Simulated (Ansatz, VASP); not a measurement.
GaSe5: VASP beside Ansatz

INCAR

```
SYSTEM = GaSe5
  ALGO = Normal
  EDIFF = 1E-6
  EDIFFG = -0.04
  ENCUT = 600
  GGA = PE
  IBRION = 2
  ISIF = 3
  ISMEAR = 0
  LASPH = .True.
  LCHARG = .False.
  LREAL = .False.
  LWAVE = .False.
  NELM = 80
  NSW = 90
  PREC = Accurate
  SIGMA = 0.1
```

The input KPOINTS:

```
k-points
0
Gamma
  6 6 1
  0 0 0
```

File POSCAR:

```
GaSe5
1.0
    3.5776656400      0.0000000000      0.0000000000
   -1.7888328200      3.0983493300      0.0000000000
    0.0000000000      0.0000000000     18.0789843100
Ga Se
1 5
Direct
    0.0000000000      0.0000000000      0.0000000000
    0.6666666700      0.3333333300      0.8349520000
    0.0000000000      0.0000000000      0.6673210300
    0.6666666700      0.3333333300      0.5000000000
    0.0000000000      0.0000000000      0.3326789700
    0.6666666700      0.3333333300      0.1650480000
```

Input for Ansatz:

```yaml
crystal:
  lattice:
    - [3.57766564, 0.0, 0.0]
    - [-1.78883282, 3.09834933, 0.0]
    - [0.0, 0.0, 18.07898431]
  atoms:
    - { symbol: Ga, position: [0.0, 0.0, 0.0] }
    - { symbol: Se, position: [0.66666667, 0.33333333, 0.834952] }
    - { symbol: Se, position: [0.0, 0.0, 0.66732103] }
    - { symbol: Se, position: [0.66666667, 0.33333333, 0.5] }
    - { symbol: Se, position: [0.0, 0.0, 0.33267897] }
    - { symbol: Se, position: [0.66666667, 0.33333333, 0.165048] }
basis:
  ecutwfc: 420
kpoints:
  mp_grid: { grid: [6, 6, 1] }
hamiltonian:
  xc: pbe
scf:
  occupations: { method: gaussian, width: 0.1 }
  lower_state_search: "off"
output:
  forces: true
  stress: true
  eigenvalues: true
relax:
  adjacent_minimum: "off"
  f_tol: 0.04
  max_steps: 70
  cell: { stress_tol: 0.4 }
```

Change from the starting cell: species swapped into the Mg5Cd type (P-6m2, No. 187).

Alike in both runs: task relaxation of cell and atoms; functional PBE; k mesh 6 × 6 × 1; occupations gaussian, width 0.1 eV; no spin polarisation.

```csv
,VASP,Ansatz
version,VASP 6.6.1,Ansatz 0.2.0
potentials or method,"VASP PAW PBE potentials, release 64 (Ga_d, Se), cutoff 600 eV","scalar-relativistic, plane waves, PAW"
valence electrons in the cell,43,93
```

|  | VASP | Ansatz | Ansatz less VASP |
| --- | --- | --- | --- |
| gap on the k mesh at the Fermi level, each at its own relaxed structure (eV) | none | none | - |
| relaxed volume (Å³/atom) | 22.87 | 28.09 | +5.219 |
| relaxed length of the cell vector where the two differ most in proportion (Å) | 11.605 | 15.661 | +4.0559 |

A gap of «none» marks a metal or a gap that the smearing closes. One of these differences is far larger than is usual between the two programs; its cause wasn't traced. VASP's potentials hold 43 valence electrons a cell and Ansatz's 93, so a difference there can come from the potentials and not from the codes.

Noted on VASP's run: the volume moved by over 15 % at a fixed basis, so the end points are rough.
